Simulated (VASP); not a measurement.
Input of a VASP 6.6.1 run:

File INCAR:

```
PREC = Accurate
ENCUT = 520
EDIFF = 1E-6
ISMEAR = 0
SIGMA = 0.02
LREAL = F
LASPH = T
NELM = 80
ALGO = Normal
ISIF = 2
LWAVE = F
LCHARG = F
GGA = PE
NBANDS = 28
```

KPOINTS

```
Automatic mesh
0
Gamma
  8 8 8
```

The input POSCAR:

```
BaTiO3
1.0
    4.0192509343      0.0000000000      0.0000000000
    0.0000000000      4.0192509343      0.0000000000
    0.0000000000      0.0000000000      3.8986734063
Ba Ti O
1 1 3
Direct
    0.5000000000      0.5000000000      0.5000000000
    0.0000000000      0.0000000000      0.0000000000
    0.5000000000      0.0000000000      0.0000000000
    0.0000000000      0.5000000000      0.0000000000
    0.0000000000      0.0000000000      0.5000000000
```

Potentials or basis: VASP PAW PBE potentials, release 64 (Ba_sv, Ti_sv, O).

Command:

```sh
$ cat potpaw_PBE.64/Ba_sv/POTCAR potpaw_PBE.64/Ti_sv/POTCAR potpaw_PBE.64/O/POTCAR > POTCAR
$ mpirun -np 1 vasp_std > vasp.out
```

Question: Estimate the band gap on the k mesh.

Answer: 1.71 eV (least direct gap 1.84 eV).

Question: What does it give for the pressure?

Answer: 7.5 GPa.

Stress tensor (GPa, compression positive):
```
 5.21  0.00  0.00
 0.00  5.21  0.00
 0.00  0.00 11.99
```

Caveat: the cell differs from its parent crystal (strain along c alone, the other axes held: -3.0 %); the stress differs along the axes, from 5 to 12 GPa; spin-orbit coupling is left out, which moves the levels of the heavy elements. A k mesh can miss the band edges.
